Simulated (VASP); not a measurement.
# Si2W (I4/mmm) in VASP: electric field gradients with PBEsol

Aim: the electric field gradients of Si2W with PBEsol.

Program: VASP 6.6.1. These are calculated values, not measurements. Logs are shortened: lines on timing, memory, paths and dates and some standing lists are left out, and cuts for length are marked.

### Step 1. The cell of the first run

The structure is tetragonal, space group I4/mmm (No. 139). The conventional cell has a = 3.202 Å, b = 3.202 Å, c = 7.821 Å, α = 90.00°, β = 90.00°, γ = 90.00°. Within 3.4 Å of Si (site symmetry 4mm) lie 9 Si at 2.59 to 3.20 Å and 5 W at 2.61 to 2.62 Å. W (site symmetry 4/mmm) has 10 Si at 2.61 to 2.62 Å and 4 W at 3.20 Å within 3.4 Å.

### Step 2. Electric field gradients, PBEsol

Contents of INCAR:

```
PREC     = Accurate       # precision mode
ENCUT    = 520            # plane-wave cutoff, eV
EDIFF    = 1E-8           # SCF threshold, eV
ISMEAR   = -1             # smearing method
SIGMA    = 0.15           # smearing width, eV
LREAL    = F              # projectors in reciprocal space
LASPH    = T              # aspherical terms in the spheres
NELM     = 100            # most SCF steps
ALGO     = Normal         # electronic algorithm
ISIF     = 2              # what is computed and relaxed
LWAVE    = F              # write WAVECAR
LCHARG   = F              # write CHGCAR
GGA      = PS             # functional
LEFG     = T            
NBANDS   = 18             # bands
```

Contents of KPOINTS:

```
Automatic mesh
0
Gamma
  18 18 18
```

Contents of POSCAR:

```
Si2W
1.0
   -1.6010955949      1.6010955949      3.9105756739
    1.6010955949     -1.6010955949      3.9105756739
    1.6010955949      1.6010955949     -3.9105756739
Si W
2 1
Direct
    0.3344085199      0.3344085199      0.0000000000
    0.6655914801      0.6655914801      0.0000000000
    0.0000000000      0.0000000000      0.0000000000
```

Potentials or basis: VASP PAW PBE potentials, release 64 (Si, W_sv).

Command:

```
> cat potpaw_PBE.64/Si/POTCAR potpaw_PBE.64/W_sv/POTCAR > POTCAR
> mpirun -np 1 vasp_std > vasp.out
```

OUTCAR:

```text
PREC = Accurate
   ENCUT = 520
   EDIFF = 1E-8
   ISMEAR = -1
   LREAL = F
   LASPH = T
   NELM = 100
   ISIF = 2
   GGA = PS

 ion  position               nearest neighbor table
   1  0.334  0.334  0.000-   2 2.59   3 2.61   3 2.61   3 2.61   3 2.61   3 2.62   2 2.62   2 2.62
                             2 2.62   2 2.62
   2  0.666  0.666  0.000-   1 2.59   3 2.61   3 2.61   3 2.61   3 2.61   3 2.62   1 2.62   1 2.62
                             1 2.62   1 2.62
   3  0.000  0.000  0.000-   1 2.61   2 2.61   2 2.61   2 2.61   2 2.61   1 2.61   1 2.61   1 2.61
                             1 2.62   2 2.62

  LATTYP: Found a body centered tetragonal cell.
 ALAT       =     3.2021911898
 C/A-ratio  =     2.4424373450

  Lattice vectors:

 A1 = (  -1.6010955949,   1.6010955949,   3.9105756739)
 A2 = (   1.6010955949,  -1.6010955949,   3.9105756739)
 A3 = (   1.6010955949,   1.6010955949,  -3.9105756739)

Analysis of symmetry for initial positions (statically):
=====================================================================
 Subroutine PRICEL returns:
 Original cell was already a primitive cell.

 Routine SETGRP: Setting up the symmetry group for a
 body centered tetragonal supercell.

 Subroutine GETGRP returns: Found 16 space group operations
 (whereof 16 operations were pure point group operations)
 out of a pool of 16 trial point group operations.

The static configuration has the point symmetry D_4h.

Analysis of symmetry for dynamics (positions and initial velocities):
=====================================================================
 Subroutine PRICEL returns:
 Original cell was already a primitive cell.

 Routine SETGRP: Setting up the symmetry group for a
 body centered tetragonal supercell.

 Subroutine GETGRP returns: Found 16 space group operations
 (whereof 16 operations were pure point group operations)
 out of a pool of 16 trial point group operations.

The dynamic configuration has the point symmetry D_4h.

 Subroutine INISYM returns: Found 16 space group operations
 (whereof 16 operations are pure point group operations),
 and found     1 'primitive' translations

----------------------------------------------------------------------------------------

                                     Primitive cell

  volume of cell :      40.0992

  direct lattice vectors                    reciprocal lattice vectors
    -1.601095595  1.601095595  3.910575674     0.000000000  0.312286163  0.127858413
     1.601095595 -1.601095595  3.910575674     0.312286163  0.000000000  0.127858413
     1.601095595  1.601095595 -3.910575674     0.312286163  0.312286163  0.000000000

  length of vectors
     4.518806956  4.518806956  4.518806956     0.337446916  0.337446916  0.441639327

  position of ions in fractional coordinates (direct lattice)
     0.334408520  0.334408520  0.000000000
     0.665591480  0.665591480  0.000000000
     0.000000000  0.000000000  0.000000000

  ion indices of the primitive-cell ions
   primitive index   ion index
                 1           1
                 2           2
                 3           3

----------------------------------------------------------------------------------------

 KPOINTS: Automatic mesh

Automatic generation of k-mesh.
 Grid dimensions read from file:
 generate k-points for:   18   18   18

 Generating k-lattice:

  Cartesian coordinates                     Fractional coordinates (reciprocal lattice)
     0.000000000  0.017349231  0.007103245     0.055555556 -0.000000000  0.000000000
     0.017349231  0.000000000  0.007103245    -0.000000000  0.055555556  0.000000000
     0.017349231  0.017349231  0.000000000     0.000000000  0.000000000  0.055555556

  Length of vectors
     0.018747051  0.018747051  0.024535518

  Shift w.r.t. Gamma in fractional coordinates (k-lattice)
     0.000000000  0.000000000  0.000000000

 Subroutine IBZKPT returns following result:
 ===========================================

 Found    480 irreducible k-points:

 Following reciprocal coordinates:
            Coordinates               Weight
  0.000000  0.000000  0.000000      1.000000
  0.055556  0.000000  0.000000      8.000000
  0.111111  0.000000  0.000000      8.000000
  0.166667  0.000000 -0.000000      8.000000
  0.222222  0.000000 -0.000000      8.000000
  0.277778  0.000000 -0.000000      8.000000
[... 16 lines left out ...]
 -0.277778  0.055556  0.000000     16.000000
 -0.222222  0.055556  0.000000     16.000000
 [... further k-points ...]
   k-points           NKPTS =    480   k-points in BZ     NKDIM =    480   number of bands    NBANDS=     18
   number of dos      NEDOS =    301   number of ions     NIONS =      3
   total plane-waves  NPLWV =  46656
   dimension x,y,z NGX =    36 NGY =   36 NGZ =   36
   dimension x,y,z NGXF=    72 NGYF=   72 NGZF=   72
   ions per type =               2   1
   NGX,Y,Z   is equivalent  to a cutoff of  13.24, 13.24, 13.24 a.u.
   NGXF,Y,Z  is equivalent  to a cutoff of  26.49, 26.49, 26.49 a.u.
 SYSTEM =  unknown system
   PREC   = accura    normal or accurate (medium, high low for compatibility)
   ISTART =      0    job   : 0-new  1-cont  2-samecut
   ICHARG =      2    charge: 1-file 2-atom 10-const
   ISPIN  =      1    spin polarized calculation?
   LNONCOLLINEAR =      F non collinear calculations
   LSORBIT =      F    spin-orbit coupling
   LASPH  =      T    aspherical Exc in radial PAW
   ENCUT  =  520.0 eV  38.22 Ry    6.18 a.u.   8.40  8.40  8.40*2*pi/ulx,y,z
   NELM   =    100;   NELMIN=  2; NELMDL= -5     # of ELM steps
   EDIFF  = 0.1E-07   stopping-criterion for ELM
   LREAL  =      F    real-space projection
   EDIFFG = 0.1E-06   stopping-criterion for IOM
   NSW    =      0    number of steps for IOM
   IBRION =     -1    ionic relax: 0-MD 1-quasi-New 2-CG
   NFREE  =      0    steps in history (QN), initial steepest desc. (CG)
   ISIF   =      2    stress and relaxation
   ISYM   =      2    0-nonsym 1-usesym 2-fastsym
   POTIM  = 0.5000    time-step for ionic-motion
   TEBEG  =    0.0;   TEEND  =   0.0 temperature during run
   PSTRESS=    0.0 pullay stress
   NELECT =      22.0000    total number of electrons
   NUPDOWN=      -1.0000    fix difference up-down
   EMIN   =  10.00;   EMAX   =-10.00  energy-range for DOS
   EFERMI =   0.00;   METHOD = LEGACY
   ISMEAR =    -1;   SIGMA  =   0.15  broadening in eV -4-tet -1-fermi 0-gaus
   EFERMI_NEDOS =   21; number of points for ismear=-14 and -15
   IALGO  =     38    algorithm
   IMIX   =      4    mixing-type and parameters
     AMIX     =   0.40;   BMIX     =  1.00
     AMIX_MAG =   1.60;   BMIX_MAG =  1.00
  volume/ion in A,a.u.               =      13.37        90.20
  Fermi-wavevector in a.u.,A,eV,Ry     =   1.340203  2.532617 24.438032  1.796145
  Thomas-Fermi vector in A             =   2.468535
   LORBIT       =      0    0 simple, 1 ext, 2 COOP (PROOUT), +10 PAW based schemes
   GGA     = PS    functional components
   LHFCALC =     F    Hartree Fock is set to
   AEXX    =    0.0000 exact exchange contribution
   IVDW    =     0    specifies the selected vdW correction
   LEPSILON=     F    determine dielectric tensor
   LRPA    =     F    only Hartree local field effects (RPA)
 non-spin polarized calculation
  energy-cutoff  :      520.00
  volume of cell :       40.10
 maximum number of plane-waves:      1104
 NGX is ok and might be reduce to    36
   NGX = 17   NGY = 17   NGZ = 17

 number of electron      21.9999999 magnetization

 Free energy of the ion-electron system (eV)
  ---------------------------------------------------
  ext. energy  EPLUGINS =         0.00000000
  ---------------------------------------------------
  free energy    TOTEN  =       -26.65168132 eV

  energy without entropy =      -26.62231461  energy(sigma->0) =      -26.63699797

 E-fermi :  11.9890     XC(G=0): -12.6465

 val. band max:       11.9534347711   @ k =  -0.3889   0.5000   0.3333
 cond. band min:      12.0317694713   @ k =  -0.3889  -0.4444   0.3333
 fundamental gap:      0.0783347002
 Fermi energy:        11.9889749053

 k-point     1 :       0.0000    0.0000    0.0000
  band No.  band energies     occupation
      1     -61.8126      2.00000
      2     -26.0897      2.00000
      3     -26.0560      2.00000
      4     -26.0560      2.00000
      5      -2.1617      2.00000
      6       5.0648      2.00000
[... 10 lines left out ...]
     17      17.7180      0.00000
     18      17.7180      0.00000
[... 463 lines left out ...]
 k-point    24 :      -0.2222    0.0556    0.0000
  band No.  band energies     occupation
      1     -61.8091      2.00000
      2     -26.1504      2.00000
      3     -26.0811      2.00000
      4     -26.0540      2.00000
      5      -1.2443      2.00000
      6       5.2125      2.00000
[... 10 lines left out ...]
     17      18.3654      0.00000
     18      20.2317      0.00000

 [... further k-points ...]
[... 5 lines left out ...]
  --------------------------------------------------------------------------------------
  -------------------------------------------------------------------------------------
  Total        0.0913614      0.0913614      0.0779879      0.0000000      0.0000000     -0.0000000
  in kB        3.6503805      3.6503805      3.1160351      0.0000000      0.0000000     -0.0000000
  external PRESSURE =       3.4722654 kB  Pullay stress =       0.0000000 kB

 VOLUME and BASIS-vectors are now :
 -----------------------------------------------------------------------------
  energy-cutoff  :      520.00
  volume of cell :       40.10
      direct lattice vectors                 reciprocal lattice vectors
    -1.601095595  1.601095595  3.910575674     0.000000000  0.312286163  0.127858413
     1.601095595 -1.601095595  3.910575674     0.312286163  0.000000000  0.127858413
     1.601095595  1.601095595 -3.910575674     0.312286163  0.312286163  0.000000000

 POSITION                                       TOTAL-FORCE (eV/Angst)
 -----------------------------------------------------------------------------------
      0.00000      0.00000      2.61546        -0.000000     -0.000000     -0.005159
      0.00000      0.00000      5.20569        -0.000000     -0.000000      0.005159
      0.00000      0.00000      0.00000         0.000000      0.000000     -0.000000
 -----------------------------------------------------------------------------------
    total drift:                                0.000000     -0.000000      0.000000

  FREE ENERGIE OF THE ION-ELECTRON SYSTEM (eV)
  ---------------------------------------------------
  free  energy   TOTEN  =       -26.6516813165 eV

  energy  without entropy=      -26.6223146148  energy(sigma->0) =      -26.63699797

 Electric field gradients (V/A^2)
---------------------------------------------------------------------
 ion       V_xx      V_yy      V_zz      V_xy      V_xz      V_yz
---------------------------------------------------------------------
   1       4.731     4.731    -9.462    -0.000    -0.000    -0.000
   2       4.731     4.731    -9.462    -0.000    -0.000    -0.000
   3      68.986    68.986  -137.971     0.000    -0.000    -0.000
---------------------------------------------------------------------

 Electric field gradients after diagonalization (V/A^2)
 (convention: |V_zz| > |V_xx| > |V_yy|)
----------------------------------------------------------------------
 ion       V_xx      V_yy      V_zz     asymmetry (V_yy - V_xx)/ V_zz
----------------------------------------------------------------------
   1       4.731     4.731    -9.462       0.000
   2       4.731     4.731    -9.462       0.000
   3      68.986    68.985  -137.971       0.000
----------------------------------------------------------------------

           NMR quadrupolar parameters

 Cq : quadrupolar parameter    Cq=e*Q*V_zz/h
 eta: asymmetry parameters     (V_yy - V_xx)/ V_zz
 Q  : nuclear electric quadrupole moment in mb (millibarn)
----------------------------------------------------------------------
 ion       Cq(MHz)       eta       Q (mb)
----------------------------------------------------------------------
   1      -0.023       0.000       1.000
   2      -0.023       0.000       1.000
   3      -0.334       0.000       1.000
----------------------------------------------------------------------
```

It took 11 min on 1 thread of Intel Xeon 8259CL, shared host; peak memory 0.46 GiB.

What came out:

| Quantity | Value |
| --- | --- |
| Free energy | -26.6517 eV |
| Pressure | 0.3 GPa |
| Largest force | 0.005 eV/Å |
| Band gap on the k mesh | zero (bands 11 and 12 overlap by 1.31 eV) |
| Largest electric field gradient by atom | Si -9.5; W -138.0 V/Å² |

Forces in eV/Å, atoms in the order of the input:
```
Si   0.000  0.000 -0.005
Si   0.000  0.000  0.005
W    0.000  0.000  0.000
```

Electric field gradients, principal values (V/Å²):
```csv
atom,least,middle,greatest (by size)
1 Si,4.731,4.731,-9.462
2 Si,4.731,4.731,-9.462
3 W,68.985,68.986,-137.971
```

Caveat: without QUAD_EFG the Cq values of the log hold for a quadrupole moment of 1 mb, not for the nuclei; the PAW data sets were made with another functional, which shifts forces and pressure a little; spin-orbit coupling is left out, which moves the levels of the heavy elements.

The gap in the log of VASP goes by the Fermi energy; the results here count the filled bands.